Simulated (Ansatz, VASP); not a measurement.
**One calculation of TaS2, two programs**

Contents of INCAR:

```
SYSTEM = TaS2
ALGO = Normal ; EDIFF = 1E-8
ENCUT = 400 ; GGA = PE
GGA_COMPAT = .False. ; ISIF = 2
ISMEAR = -1 ; LASPH = .True.
LCHARG = .False. ; LEFG = .True.
LREAL = .False. ; LWAVE = .False.
NBANDS = 18 ; NELM = 120
PREC = Accurate ; SIGMA = 0.03
```

KPOINTS

```
k-points
0
Gamma
  9 9 5
  0 0 0
```

File POSCAR:

```
TaS2
1.0
    3.4170021630      0.0000000000      0.0000000000
   -1.7085010815      2.9592106780      0.0000000000
    0.0000000000      0.0000000000      5.8600000000
Ta S
1 2
Direct
    0.0000000000      0.0000000000      0.0000000000
    0.3333333333      0.6666666667      0.2500000000
    0.6666666667      0.3333333333      0.7500000000
```

Input for Ansatz:

```yaml
crystal:
  lattice:
    - [3.417002163, 0.0, 0.0]
    - [-1.7085010815, 2.959210678, 0.0]
    - [0.0, 0.0, 5.86]
  atoms:
    - { symbol: Ta, position: [0.0, 0.0, 0.0] }
    - { symbol: S, position: [0.3333333333, 0.6666666667, 0.25] }
    - { symbol: S, position: [0.6666666667, 0.3333333333, 0.75] }
kpoints:
  mp_grid: { grid: [9, 9, 5] }
scf:
  occupations: { method: fermi_dirac, width: 0.03 }
hamiltonian:
  xc: pbe
  pseudopotentials: { kind: paw }
output:
  forces: true
  stress: true
  eigenvalues: true
  efg: { contact_densities: true }
```

Change from the starting cell: equal xx and yy strain of +2 %, PAW files.

Alike in both runs: task electric field gradients; functional PBE; k mesh 9 × 9 × 5; occupations fermi-dirac, width 0.03 eV; no spin polarisation.

|  | VASP | Ansatz |
| --- | --- | --- |
| version | VASP 6.6.1 | Ansatz 0.2.0 |
| potentials or method | VASP PAW PBE potentials, release 64 (Ta_pv, S) | PAW with Ansatz's default frozen-core files, scalar-relativistic |
| plane-wave cutoff (eV) | 400 | 420 |
| valence electrons in the cell | 23 | 25 |

VASP gave:

| Quantity | Value |
| --- | --- |
| pressure (GPa) | 3.3 |
| traceless stress, the component that is largest in VASP (GPa) | 4.31 |
| rms of the force components (eV/Å) | 0.333 |
| size of Vzz on the site where it differs most (V/Å²) | 124.9 |

Question: What did Ansatz give for the same quantities?

Answer: Pressure (GPa): 3.3; traceless stress, the component that is largest in VASP (GPa): 4.25; rms of the force components (eV/Å): 0.328; size of Vzz on the site where it differs most (V/Å²): 159.8.

Atom by atom the forces differ by 0.005 eV/Å (rms over components). VASP's potentials hold 23 valence electrons a cell and Ansatz's 25, so a difference there can come from the potentials and not from the codes.

Neither program's run includes spin-orbit coupling.
